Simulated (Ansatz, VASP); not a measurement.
# One calculation of InP, two programs

```
In P
1.0
     0.00000    2.91099    2.91099
     2.91099    0.00000    2.91099
     2.91099    2.91099    0.00000
In P
1 1
Direct
  0.00000 0.00000 0.00000
  0.50000 0.50000 0.50000
```

Change from the starting cell: volume scaled by 1.06.

Alike in both runs: task single point; functional PBE; k mesh 11 × 11 × 11; occupations fermi-dirac, width 0.03 eV; no spin polarisation.

```csv
,VASP,Ansatz
version,VASP 6.6.1,Ansatz 0.2.0
potentials or method,"VASP PAW PBE potentials, release 64 (In_d, P), cutoff 520 eV","all-electron LAPW, scalar-relativistic"
```

```tsv
	VASP	Ansatz	Ansatz less VASP
pressure (GPa)	-7.6	-7.6	+0.03
```

Ansatz ran all-electron here, and VASP with PAW potentials.
